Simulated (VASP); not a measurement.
Input of a VASP 6.6.1 run:

Contents of INCAR:

```
SYSTEM = Si2B
PREC = Accurate
ENCUT = 520
EDIFF = 1E-7
ISMEAR = 0
SIGMA = 0.1
LREAL = .FALSE.
LASPH = .TRUE.
NELM = 60
ALGO = Normal
ISIF = 2
LWAVE = .FALSE.
LCHARG = .FALSE.
LDIPOL = .TRUE.
IDIPOL = 3
DIPOL = 0.5 0.5 0.290
GGA = PE
IVDW = 12
NBANDS = 20
```

KPOINTS

```
Automatic mesh
0
G
  15 15 1
  0 0 0
```

The input POSCAR:

```
Si2B
1.0
    3.1702692298     -0.0000000036      0.0000000000
   -1.5851346118      2.7455336917      0.0000000000
    0.0000000000      0.0000000000     37.8816948800
Si B
4 2
Direct
    0.3333333333      0.6666666667      0.2043441777
    0.6666666667      0.3333333333      0.2589714571
    0.6666666667      0.3333333333      0.3217839730
    0.0000000000      0.0000000000      0.3764112523
    0.0000000000      0.0000000000      0.2358652280
    0.3333333333      0.6666666667      0.3448902021
```

Potentials or basis: VASP PAW PBE potentials, release 64 (Si, B).

The run is started by

```sh
$ cat potpaw_PBE.64/Si/POTCAR potpaw_PBE.64/B/POTCAR > POTCAR
$ mpirun -np 1 vasp_std > vasp.out
```

(1) Predict the band gap on the k mesh.

(2) Estimate the dispersion energy per atom.

(3) What does it give for the largest force?

Answers

(1) zero (band 11 reaches -1.20 eV, above the bottom of band 12 at -2.47 eV).

(2) -0.260 eV.

(3) 0.020 eV/Å.
